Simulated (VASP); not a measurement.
# K (P6/mmm) in VASP: further runs

K is run at these levels: BLYP; tasks: single point.

Everything below comes from runs of VASP 6.6.1. Logs are shortened: lines on timing, memory, paths and dates and some standing lists are left out, and cuts for length are marked.

### 1 The cell of the first run

The structure is hexagonal, space group P6/mmm (No. 191). Conventional cell: a = 7.625 Å, b = 7.625 Å, c = 4.563 Å, α = 90.00°, β = 90.00°, γ = 120.00°. Within 5.8 Å of K (site symmetry -6m2) lie 11 K at 4.40 to 4.96 Å.

This isn't the form of K at room conditions, which is bcc.

### 2 Single point, BLYP

Contents of INCAR:

```
SYSTEM = K
PREC = Accurate
ENCUT = 520
EDIFF = 1E-6
ISMEAR = -1
SIGMA = 0.1
LREAL = .False.
LASPH = .True.
NELM = 100
ALGO = Normal
ISIF = 2
LWAVE = .False.
LCHARG = .False.
GGA = B5
ALDAX = 1.0
AGGAX = 1.0
AGGAC = 1.0
ALDAC = 0.0
NBANDS = 20
```

Contents of KPOINTS:

```
regular mesh
0
Gamma
  5 5 7
  0 0 0
```

Contents of POSCAR:

```
K
1.0
    7.6251699192      0.0000000000      0.0000000000
   -3.8125849596      6.6035908582      0.0000000000
    0.0000000000      0.0000000000      4.5627453971
K
3
Direct
    0.0000000000      0.0000000000      1.0000000000
    0.3333333333      0.6666666667      0.5000000000
    0.6666666667      0.3333333333      0.5000000000
```

Potentials or basis: VASP PAW PBE potentials, release 64 (K_sv).

Command:

```sh
$ cat potpaw_PBE.64/K_sv/POTCAR > POTCAR
$ mpirun -np 1 vasp_std > vasp.out
```

OUTCAR:

```text
SYSTEM = K
   PREC = Accurate
   ENCUT = 520
   EDIFF = 1E-6
   ISMEAR = -1
   LREAL = .False.
   LASPH = .True.
   NELM = 100
   ISIF = 2
   GGA = B5

 ion  position               nearest neighbor table
   1  0.000  0.000  0.000-
   2  0.333  0.667  0.500-
   3  0.667  0.333  0.500-

  LATTYP: Found a hexagonal cell.
 ALAT       =     7.6251699192
 C/A-ratio  =     0.5983795044

  Lattice vectors:

 A1 = (   7.6251699192,   0.0000000000,   0.0000000000)
 A2 = (  -3.8125849596,   6.6035908582,   0.0000000000)
 A3 = (   0.0000000000,   0.0000000000,   4.5627453971)

Analysis of symmetry for initial positions (statically):
=====================================================================
 Subroutine PRICEL returns:
 Original cell was already a primitive cell.

 Routine SETGRP: Setting up the symmetry group for a
 hexagonal supercell.

 Subroutine GETGRP returns: Found 24 space group operations
 (whereof 24 operations were pure point group operations)
 out of a pool of 24 trial point group operations.

The static configuration has the point symmetry D_6h.

Analysis of symmetry for dynamics (positions and initial velocities):
=====================================================================
 Subroutine PRICEL returns:
 Original cell was already a primitive cell.

 Routine SETGRP: Setting up the symmetry group for a
 hexagonal supercell.

 Subroutine GETGRP returns: Found 24 space group operations
 (whereof 24 operations were pure point group operations)
 out of a pool of 24 trial point group operations.

The dynamic configuration has the point symmetry D_6h.

 Subroutine INISYM returns: Found 24 space group operations
 (whereof 24 operations are pure point group operations),
 and found     1 'primitive' translations

----------------------------------------------------------------------------------------

                                     Primitive cell

  volume of cell :     229.7502

  direct lattice vectors                    reciprocal lattice vectors
     7.625169919  0.000000000  0.000000000     0.131144618  0.075716381  0.000000000
    -3.812584960  6.603590858  0.000000000     0.000000000  0.151432762  0.000000000
     0.000000000  0.000000000  4.562745397     0.000000000  0.000000000  0.219166294

  length of vectors
     7.625169919  7.625169919  4.562745397     0.151432762  0.151432762  0.219166294

  position of ions in fractional coordinates (direct lattice)
     0.000000000  0.000000000  0.000000000
     0.333333333  0.666666667  0.500000000
     0.666666667  0.333333333  0.500000000

  ion indices of the primitive-cell ions
   primitive index   ion index
                 1           1
                 2           2
                 3           3

----------------------------------------------------------------------------------------

 KPOINTS: regular mesh

Automatic generation of k-mesh.
 Grid dimensions read from file:
 generate k-points for:    5    5    7

 Generating k-lattice:

  Cartesian coordinates                     Fractional coordinates (reciprocal lattice)
     0.026228924  0.015143276  0.000000000     0.200000000 -0.000000000  0.000000000
     0.000000000  0.030286552  0.000000000     0.000000000  0.200000000  0.000000000
     0.000000000  0.000000000  0.031309471     0.000000000  0.000000000  0.142857143

  Length of vectors
     0.030286552  0.030286552  0.031309471

  Shift w.r.t. Gamma in fractional coordinates (k-lattice)
     0.000000000  0.000000000  0.000000000

 Subroutine IBZKPT returns following result:
 ===========================================

 Found     20 irreducible k-points:

 Following reciprocal coordinates:
            Coordinates               Weight
  0.000000  0.000000  0.000000      1.000000
  0.200000  0.000000  0.000000      6.000000
  0.400000  0.000000  0.000000      6.000000
  0.200000  0.200000  0.000000      6.000000
  0.400000  0.200000  0.000000      6.000000
  0.000000  0.000000  0.142857      2.000000
[... 12 lines left out ...]
  0.200000  0.200000  0.428571     12.000000
  0.400000  0.200000  0.428571     12.000000
   k-points           NKPTS =     20   k-points in BZ     NKDIM =     20   number of bands    NBANDS=     20
   number of dos      NEDOS =    301   number of ions     NIONS =      3
   total plane-waves  NPLWV = 129600
   dimension x,y,z NGX =    60 NGY =   60 NGZ =   36
   dimension x,y,z NGXF=   120 NGYF=  120 NGZF=   72
   ions per type =               3
   NGX,Y,Z   is equivalent  to a cutoff of  13.08, 13.08, 13.12 a.u.
   NGXF,Y,Z  is equivalent  to a cutoff of  26.16, 26.16, 26.23 a.u.
 SYSTEM =  K
   PREC   = accura    normal or accurate (medium, high low for compatibility)
   ISTART =      0    job   : 0-new  1-cont  2-samecut
   ICHARG =      2    charge: 1-file 2-atom 10-const
   ISPIN  =      1    spin polarized calculation?
   LNONCOLLINEAR =      F non collinear calculations
   LSORBIT =      F    spin-orbit coupling
   LASPH  =      T    aspherical Exc in radial PAW
   ENCUT  =  520.0 eV  38.22 Ry    6.18 a.u.  14.18 14.18  8.48*2*pi/ulx,y,z
   NELM   =    100;   NELMIN=  2; NELMDL= -5     # of ELM steps
   EDIFF  = 0.1E-05   stopping-criterion for ELM
   LREAL  =      F    real-space projection
[... 7 lines left out ...]
   TEBEG  =    0.0;   TEEND  =   0.0 temperature during run
   PSTRESS=    0.0 pullay stress
   NELECT =      27.0000    total number of electrons
   NUPDOWN=      -1.0000    fix difference up-down
   EMIN   =  10.00;   EMAX   =-10.00  energy-range for DOS
   EFERMI =   0.00;   METHOD = LEGACY
   ISMEAR =    -1;   SIGMA  =   0.10  broadening in eV -4-tet -1-fermi 0-gaus
   EFERMI_NEDOS =   21; number of points for ismear=-14 and -15
   IALGO  =     38    algorithm
   IMIX   =      4    mixing-type and parameters
     AMIX     =   0.40;   BMIX     =  1.00
     AMIX_MAG =   1.60;   BMIX_MAG =  1.00
  volume/ion in A,a.u.               =      76.58       516.81
  Fermi-wavevector in a.u.,A,eV,Ry     =   0.801883  1.515338  8.748759  0.643016
  Thomas-Fermi vector in A             =   1.909454
   LORBIT       =      0    0 simple, 1 ext, 2 COOP (PROOUT), +10 PAW based schemes
   GGA     = B5    functional components
   LHFCALC =     F    Hartree Fock is set to
   AEXX    =    0.0000 exact exchange contribution
   IVDW    =     0    specifies the selected vdW correction
   LEPSILON=     F    determine dielectric tensor
   LRPA    =     F    only Hartree local field effects (RPA)
 non-spin polarized calculation
  energy-cutoff  :      520.00
  volume of cell :      229.75
 maximum number of plane-waves:      6227
 NGX is ok and might be reduce to    60
   NGX = 29   NGY = 29   NGZ = 17

 number of electron      27.0000002 magnetization

 Free energy of the ion-electron system (eV)
  ---------------------------------------------------
  ext. energy  EPLUGINS =         0.00000000
  ---------------------------------------------------
  free energy    TOTEN  =        -2.13353108 eV

  energy without entropy =       -2.06227183  energy(sigma->0) =       -2.09790146

 E-fermi :   0.2025     XC(G=0):  -5.1687

 val. band max:        0.1610073970   @ k =   0.2000   0.2000   0.1429
 cond. band min:       0.4111646896   @ k =   0.2000   0.0000   0.0000
 fundamental gap:      0.2501572926
 Fermi energy:         0.2025453524

 k-point     1 :       0.0000    0.0000    0.0000
  band No.  band energies     occupation
      1     -32.0929      2.00000
      2     -32.0881      2.00000
      3     -32.0388      2.00000
      4     -15.6804      2.00000
      5     -15.6804      2.00000
      6     -15.6401      2.00000
[... 12 lines left out ...]
     19       1.6937      0.00000
     20       3.6509      0.00000

 k-point     2 :       0.2000    0.0000    0.0000
  band No.  band energies     occupation
      1     -32.0925      2.00000
      2     -32.0885      2.00000
      3     -32.0388      2.00000
      4     -15.6830      2.00000
      5     -15.6783      2.00000
      6     -15.6397      2.00000
[... 12 lines left out ...]
     19       2.5548      0.00000
     20       3.7363      0.00000

 k-point     3 :       0.4000    0.0000    0.0000
  band No.  band energies     occupation
      1     -32.0915      2.00000
      2     -32.0894      2.00000
      3     -32.0388      2.00000
      4     -15.6866      2.00000
      5     -15.6712      2.00000
      6     -15.6454      2.00000
[... 12 lines left out ...]
     19       3.2052      0.00000
     20       3.2993      0.00000

 k-point     4 :       0.2000    0.2000    0.0000
  band No.  band energies     occupation
      1     -32.0918      2.00000
      2     -32.0892      2.00000
      3     -32.0388      2.00000
      4     -15.6852      2.00000
      5     -15.6737      2.00000
      6     -15.6445      2.00000
[... 12 lines left out ...]
     19       3.0974      0.00000
     20       3.4099      0.00000

 k-point     5 :       0.4000    0.2000    0.0000
  band No.  band energies     occupation
      1     -32.0910      2.00000
      2     -32.0900      2.00000
      3     -32.0388      2.00000
      4     -15.6862      2.00000
      5     -15.6664      2.00000
      6     -15.6534      2.00000
[... 12 lines left out ...]
     19       3.3156      0.00000
     20       3.3303      0.00000
[... 261 lines left out ...]
      6     -15.6733      2.00000
[... 12 lines left out ...]
     19       2.6215      0.00000
     20       3.0999      0.00000

 k-point    18 :       0.4000    0.0000    0.4286
  band No.  band energies     occupation
      1     -32.0897      2.00000
      2     -32.0876      2.00000
      3     -32.0370      2.00000
      4     -15.6822      2.00000
      5     -15.6787      2.00000
      6     -15.6756      2.00000
[... 12 lines left out ...]
     19       2.2470      0.00000
     20       2.9725      0.00000

 k-point    19 :       0.2000    0.2000    0.4286
  band No.  band energies     occupation
      1     -32.0899      2.00000
      2     -32.0874      2.00000
      3     -32.0370      2.00000
      4     -15.6825      2.00000
      5     -15.6800      2.00000
      6     -15.6752      2.00000
[... 12 lines left out ...]
     19       2.7004      0.00000
     20       2.8865      0.00000

 k-point    20 :       0.4000    0.2000    0.4286
  band No.  band energies     occupation
      1     -32.0891      2.00000
      2     -32.0882      2.00000
      3     -32.0370      2.00000
      4     -15.6823      2.00000
      5     -15.6807      2.00000
      6     -15.6774      2.00000
[... 12 lines left out ...]
     19       2.7048      0.00000
     20       3.3581      0.00000

------------------------ aborting loop because EDIFF is reached ----------------------------------------

  FORCE on cell =-STRESS in cart. coord.  units (eV):
  Direction    XX          YY          ZZ          XY          YZ          ZX
  --------------------------------------------------------------------------------------
  -------------------------------------------------------------------------------------
  Total       -0.0071991     -0.0071991     -0.0139463      0.0000000      0.0000000      0.0000000
  in kB       -0.0502035     -0.0502035     -0.0972551      0.0000000      0.0000000      0.0000000
  external PRESSURE =      -0.0658874 kB  Pullay stress =       0.0000000 kB

 VOLUME and BASIS-vectors are now :
 -----------------------------------------------------------------------------
  energy-cutoff  :      520.00
  volume of cell :      229.75
      direct lattice vectors                 reciprocal lattice vectors
     7.625169919  0.000000000  0.000000000     0.131144618  0.075716381  0.000000000
    -3.812584960  6.603590858  0.000000000     0.000000000  0.151432762  0.000000000
     0.000000000  0.000000000  4.562745397     0.000000000  0.000000000  0.219166294

 POSITION                                       TOTAL-FORCE (eV/Angst)
 -----------------------------------------------------------------------------------
      0.00000      0.00000      0.00000        -0.000000      0.000000      0.000000
     -0.00000      4.40239      2.28137         0.000000     -0.000000     -0.000000
      3.81258      2.20120      2.28137         0.000000      0.000000      0.000000
 -----------------------------------------------------------------------------------
    total drift:                                0.000000     -0.000000      0.000000

  FREE ENERGIE OF THE ION-ELECTRON SYSTEM (eV)
  ---------------------------------------------------
  free  energy   TOTEN  =        -2.1335310790 eV

  energy  without entropy=       -2.0622718339  energy(sigma->0) =       -2.09790146
```

Run time: 3.4 min. Hardware: 1 thread of Oxide Virtual Turin-like, shared host; peak memory 0.32 GiB.

Results:

```
Free energy            : -2.1335 eV
Pressure               : 0.0 GPa
Band gap on the k mesh : zero (an odd number of electrons rules out a gap without spin polarisation)
```

Caveat: the PAW data sets were made with another functional, which shifts forces and pressure a little.

### 3 Single point, BLYP (67.39 Å³/atom)

This run uses another cell than the first one, of 67.39 Å³/atom.

Contents of INCAR:

```
SYSTEM = K
PREC = Accurate
ENCUT = 520
EDIFF = 1E-6
ISMEAR = -1
SIGMA = 0.1
LREAL = .FALSE.
LASPH = .TRUE.
NELM = 80
ALGO = Normal
ISIF = 2
LWAVE = .FALSE.
LCHARG = .FALSE.
GGA = B5
ALDAX = 1.0
AGGAX = 1.0
AGGAC = 1.0
ALDAC = 0.0
NBANDS = 20
```

Contents of KPOINTS:

```
Automatic mesh
0
G
  6 6 8
  0 0 0
```

Contents of POSCAR:

```
K
1.0
    7.3070781129      0.0000000000      0.0000000000
   -3.6535390565      6.3281152732      0.0000000000
    0.0000000000      0.0000000000      4.3724057797
K
3
Direct
    0.0000000000      0.0000000000      1.0000000000
    0.3333333333      0.6666666667      0.5000000000
    0.6666666667      0.3333333333      0.5000000000
```

Potentials or basis: VASP PAW PBE potentials, release 64 (K_sv).

Command:

```sh
$ cat potpaw_PBE.64/K_sv/POTCAR > POTCAR
$ mpirun -np 1 vasp_std > vasp.out
```

It took 3.7 min on 1 thread of Oxide Virtual Turin-like, shared host; peak memory 0.32 GiB.

The run converged. Its results:

```
Free energy            : -2.0862 eV
Pressure               : 0.5 GPa
Band gap on the k mesh : zero (an odd number of electrons rules out a gap without spin polarisation)
```

Levels at points of the mesh, in eV from the Fermi level:
| k point | band 9 | band 10 | band 11 | band 12 | band 13 | band 14 | band 15 | band 16 | band 17 | band 18 |
| --- | --- | --- | --- | --- | --- | --- | --- | --- | --- | --- |
| (0.00, 0.00, 0.00) | -15.79 | -15.74 | -15.74 | -15.72 | -2.30 | 1.21 | 1.21 | 1.23 | 1.23 | 1.41 |
| (0.50, 0.00, 0.00) | -15.80 | -15.75 | -15.75 | -15.72 | -1.24 | -1.24 | 0.34 | 0.77 | 2.65 | 2.80 |
| (0.00, 0.00, 0.50) | -15.80 | -15.79 | -15.74 | -15.74 | -0.30 | -0.10 | 1.73 | 1.73 | 1.83 | 1.83 |
| (0.50, 0.00, 0.50) | -15.79 | -15.79 | -15.74 | -15.74 | 0.47 | 0.49 | 0.77 | 0.78 | 1.54 | 1.88 |

Caveat: the PAW data sets were made with another functional, which shifts forces and pressure a little.

### 4 Single point, BLYP (70.46 Å³/atom)

This run uses another cell than the first one, of 70.46 Å³/atom.

Contents of INCAR:

```
SYSTEM = K
  PREC = Accurate
  ENCUT = 520
  EDIFF = 1E-6
  ISMEAR = -1
  SIGMA = 0.1
  LREAL = .FALSE.
  LASPH = .TRUE.
  NELM = 100
  ALGO = Normal
  ISIF = 2
  LWAVE = .FALSE.
  LCHARG = .FALSE.
  GGA = B5
  ALDAX = 1.0
  AGGAX = 1.0
  AGGAC = 1.0
  ALDAC = 0.0
  NBANDS = 20
```

KPOINTS is that of step 3.

Contents of POSCAR:

```
K
1.0
    7.4161550615      0.0000000000      0.0000000000
   -3.7080775308      6.4225786816      0.0000000000
    0.0000000000      0.0000000000      4.4376751901
K
3
Direct
    0.0000000000      0.0000000000      1.0000000000
    0.3333333333      0.6666666667      0.5000000000
    0.6666666667      0.3333333333      0.5000000000
```

Command:

```sh
$ cat potpaw_PBE.64/K_sv/POTCAR > POTCAR
$ mpirun -np 1 vasp_std > vasp.out
```

Run time: 4.1 min. Hardware: 1 thread of Oxide Virtual Turin-like, shared host; peak memory 0.33 GiB.

It converged, with:

- Free energy: -2.1095 eV
- Pressure: 0.3 GPa
- Band gap on the k mesh: zero (an odd number of electrons rules out a gap without spin polarisation)

Levels at points of the mesh, in eV from the Fermi level:
```
           k point  band 9  band 10  band 11  band 12  band 13  band 14  band 15  band 16  band 17  band 18
(0.00, 0.00, 0.00)  -15.81   -15.77   -15.77   -15.75    -2.23     1.20     1.20     1.22     1.22     1.38
(0.50, 0.00, 0.00)  -15.81   -15.77   -15.77   -15.75    -1.21    -1.21     0.34     0.75     2.64     2.78
(0.00, 0.00, 0.50)  -15.81   -15.81   -15.77   -15.77    -0.31    -0.09     1.76     1.76     1.84     1.84
(0.50, 0.00, 0.50)  -15.81   -15.80   -15.77   -15.77     0.46     0.50     0.75     0.76     1.55     1.86
```

Caveat: the PAW data sets were made with another functional, which shifts forces and pressure a little.

### 5 Overview

```csv
cell,k mesh,gap on the mesh (eV),pressure (GPa)
"a = 7.625, b = 7.625, c = 4.563 Å, angles 90.0, 90.0, 120.0°, 3 atoms",5 × 5 × 7,none,0.0
"a = 7.307, b = 7.307, c = 4.372 Å, angles 90.0, 90.0, 120.0°, 3 atoms",6 × 6 × 8,none,0.5
"a = 7.416, b = 7.416, c = 4.438 Å, angles 90.0, 90.0, 120.0°, 3 atoms",6 × 6 × 8,none,0.3
```

Alike in all rows: task single point; level BLYP; potentials or basis VASP PAW PBE potentials, release 64 (K_sv); no spin polarisation; cutoff (eV) 520; smearing fermi-dirac 0.1 eV.

Caveats: the PAW data sets were made with another functional, which shifts forces and pressure a little.

Absolute energies hang on the potentials; compare differences alone.

The gap in the log of VASP goes by the Fermi energy; the results here count the filled bands.